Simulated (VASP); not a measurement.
Here is a VASP 6.6.1 calculation.

The input POSCAR:

```
NaCl
1.0
    0.0000000000      2.7723573037      2.7723573037
    2.7723573037      0.0000000000      2.7723573037
    2.7723573037      2.7723573037      0.0000000000
Na Cl
1 1
Direct
    0.0000000000      0.0000000000      0.0000000000
    0.5000000000      0.5000000000      0.5000000000
```

File INCAR.step1:

```
SYSTEM = NaCl
PREC     = Accurate       ! precision mode
ENCUT    = 520            ! plane-wave cutoff, eV
ISMEAR   = 0              ! smearing method
SIGMA    = 0.01           ! smearing width, eV
LREAL    = .False.        ! projectors in reciprocal space
LASPH    = .True.         ! aspherical terms in the spheres
NELM     = 60             ! most SCF steps
NBANDS   = 14             ! bands
GGA      = PE             ! functional
ALGO     = Normal         ! electronic algorithm
EDIFF    = 1E-4           ! SCF threshold, eV
LWAVE    = .True.         ! write WAVECAR
LCHARG   = .False.        ! write CHGCAR
```

Contents of INCAR.step2:

```
SYSTEM = NaCl
PREC     = Accurate       ! precision mode
ENCUT    = 520            ! plane-wave cutoff, eV
EDIFF    = 1E-7           ! SCF threshold, eV
ISMEAR   = 0              ! smearing method
SIGMA    = 0.01           ! smearing width, eV
LREAL    = .False.        ! projectors in reciprocal space
LASPH    = .True.         ! aspherical terms in the spheres
NELM     = 60             ! most SCF steps
ALGO     = Normal         ! electronic algorithm
ISIF     = 2              ! what is computed and relaxed
LWAVE    = .False.        ! write WAVECAR
LCHARG   = .False.        ! write CHGCAR
METAGGA  = R2SCAN         ! meta-GGA
LMIXTAU  = .True.       
NBANDS   = 14             ! bands
ISTART   = 1
```

KPOINTS

```
regular mesh
0
Gamma
  8 8 8
  0 0 0
```

Potentials or basis: VASP PAW PBE potentials, release 64 (Na_pv, Cl).

Run with:

```sh
$ cat potpaw_PBE.64/Na_pv/POTCAR potpaw_PBE.64/Cl/POTCAR > POTCAR
$ cp INCAR.step1 INCAR
$ mpirun -np 1 vasp_std > vasp.out
$ cp INCAR.step2 INCAR
$ mpirun -np 1 vasp_std > vasp.out
```

(1) Predict the pressure.

(2) What does it give for the band gap on the k mesh?

Answers

(1) 0.8 GPa.

(2) 6.14 eV.

Caveat: the PAW data sets were made with another functional, which shifts forces and pressure a little.
